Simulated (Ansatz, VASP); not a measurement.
**One calculation of NaCl, two programs**

File INCAR:

```
SYSTEM = NaCl
ALGO = Normal
EDIFF = 1E-6
ENCUT = 520
GGA = PE
ISIF = 2
ISMEAR = 0
LASPH = .True.
LCHARG = .False.
LREAL = .False.
LWAVE = .False.
NBANDS = 14
NELM = 80
PREC = Accurate
SIGMA = 0.05
```

The input KPOINTS:

```
k-points
0
Gamma
  6 6 6
  0 0 0
```

The input POSCAR:

```
NaCl
1.0
    3.5021900000      0.0000000000      0.0000000000
    0.0000000000      3.5021900000      0.0000000000
    0.0000000000      0.0000000000      3.5021900000
Na Cl
1 1
Direct
    0.0000000000      0.0000000000      0.0000000000
    0.4793932415      0.4793932415      0.4793932415
```

Input for Ansatz:

```yaml
crystal:
  lattice:
    - [3.50219, 0.0, 0.0]
    - [0.0, 3.50219, 0.0]
    - [0.0, 0.0, 3.50219]
  atoms:
    - { symbol: Na, position: [0.0, 0.0, 0.0] }
    - { symbol: Cl, position: [0.4793932415, 0.4793932415, 0.4793932415] }
basis:
  ecutwfc: 420
kpoints:
  mp_grid: { grid: [6, 6, 6] }
hamiltonian:
  xc: pbe
scf:
  occupations: { method: gaussian, width: 0.05 }
output:
  forces: true
  stress: true
  eigenvalues: true
```

Change from the starting cell: all Cl atoms moved +0.125 Å, as atom 2 towards its neighbour atom 1 (Na) at 3.033 Å.

Alike in both runs: task single point; functional PBE; k mesh 6 × 6 × 6; occupations gaussian, width 0.05 eV; no spin polarisation.

|  | VASP | Ansatz |
| --- | --- | --- |
| version | VASP 6.6.1 | Ansatz 0.2.0 |
| potentials or method | VASP PAW PBE potentials, release 64 (Na_pv, Cl), cutoff 520 eV | scalar-relativistic, plane waves, PAW |
| valence electrons in the cell | 14 | 16 |

```tsv
	VASP	Ansatz	Ansatz less VASP
gap on the k mesh at the Fermi level (eV)	3.99	3.99	0.000
least direct gap on the mesh (eV)	4.48	4.48	0.000
pressure (GPa)	0.2	0.2	+0.04
traceless stress, the component that is largest in VASP (GPa)	0.08	0.08	-0.001
rms of the force components (eV/Å)	0.027	0.027	-0.0004
```

Atom by atom the forces differ by 0.000 eV/Å (rms over components). VASP's potentials hold 14 valence electrons a cell and Ansatz's 16, so a difference there can come from the potentials and not from the codes.
